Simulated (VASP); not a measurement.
Runs of VASP 6.6.1 on GdO. The structure is that of space group F-43m (No. 216), or close to it. The cells are those of the table. 

```tsv
spin	cell	k mesh	cutoff (eV)	gap on the mesh (eV)	pressure (GPa)	moment (μB)
collinear, ferromagnetic start	a = 3.809 Å, angles 60.0°, 2 atoms	6 × 6 × 6	600	none	0.0	7.53
non-collinear, typed start, SOC	a = 3.809 Å, angles 60.0°, 2 atoms	12 × 12 × 12	520	-	0.1	7.51
non-collinear, typed start, SOC	a = 3.808 Å, angles 60.0°, 2 atoms	12 × 12 × 12	520	-	0.2	7.51
non-collinear, typed start, SOC	a = 3.804 Å, angles 60.0°, 2 atoms	12 × 12 × 12	520	-	(b)	7.51
non-collinear, typed start, SOC	a = 3.782 Å, angles 60.0°, 2 atoms	12 × 12 × 12	520	-	2.2	7.51
collinear, ferromagnetic start	a = 3.831 Å, angles 60.0°, 2 atoms	6 × 6 × 6	600	none	-1.5	7.53
collinear, ferromagnetic start	a = 3.817 Å, angles 60.0°, 2 atoms	6 × 6 × 6	600	none	(a)	7.53
```

Alike in all rows: task single point; level PBE; potentials or basis VASP PAW PBE potentials, release 64 (Gd, O); smearing gaussian 0.05 eV.

Estimate the missing entries.

(a) -0.6; (b) 0.5.

Caveats: a cell with one magnetic atom can't hold antiferromagnetic order, which such compounds often take; semilocal functionals describe open f shells poorly, which spoils levels, moments and volumes; spin-orbit coupling is left out, which moves the levels of the heavy elements (at least some runs).

A k mesh can miss the band edges, and rows without SOC leave out spin-orbit coupling on Gd.

A gap of «none» marks levels without a gap at the run's occupations.
